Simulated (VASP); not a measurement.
Set up this calculation in VASP 6.6.1, as the native input.

```yaml
Task: single point
Functional: PBEsol
Potentials_or_basis: VASP PAW PBE potentials, release 64 (Si)
Cutoff: 520 eV
k_mesh: 14 × 14 × 14
Occupations: fermi-dirac, width 0.1 eV
Spin: no spin polarisation
Dipole_correction: no
Further_INCAR_settings: ALGO = Normal; EDIFF = 1e-06; NBANDS = 8
```

The structure of Si lies in POSCAR:

```
Si
1.0
   -1.6159908119      1.6159908119      1.3114684578
    1.6159908119     -1.6159908119      1.3114684578
    1.6159908119      1.6159908119     -1.3114684578
Si
1
Direct
    0.0000000000      0.0000000000      0.0000000000
```

The input as run:

INCAR

```
SYSTEM = Si
PREC     = Accurate       ! precision mode
ENCUT    = 520            ! plane-wave cutoff, eV
EDIFF    = 1E-6           ! SCF threshold, eV
ISMEAR   = -1             ! smearing method
SIGMA    = 0.1            ! smearing width, eV
LREAL    = .FALSE.        ! projectors in reciprocal space
LASPH    = .TRUE.         ! aspherical terms in the spheres
NELM     = 100            ! most SCF steps
ALGO     = Normal         ! electronic algorithm
ISIF     = 2              ! what is computed and relaxed
LWAVE    = .FALSE.        ! write WAVECAR
LCHARG   = .FALSE.        ! write CHGCAR
GGA      = PS             ! functional
NBANDS   = 8              ! bands
```

KPOINTS

```
regular mesh
0
G
  14 14 14
  0 0 0
```

Potentials or basis: VASP PAW PBE potentials, release 64 (Si).

Command:

```console
$ cat potpaw_PBE.64/Si/POTCAR > POTCAR
$ mpirun -np 1 vasp_std > vasp.out
```

Results of the run:

```
Pressure               : 3.1 GPa
Band gap on the k mesh : zero (band 2 reaches 20.81 eV, above the bottom of band 3 at 7.45 eV)
```

Caveat: the PAW data sets were made with another functional, which shifts forces and pressure a little.

It took 6.5 s on 1 thread of Intel(R) Xeon(R) 6975P-C (Granite Rapids), with other jobs on the host, peak memory 0.13 GiB.
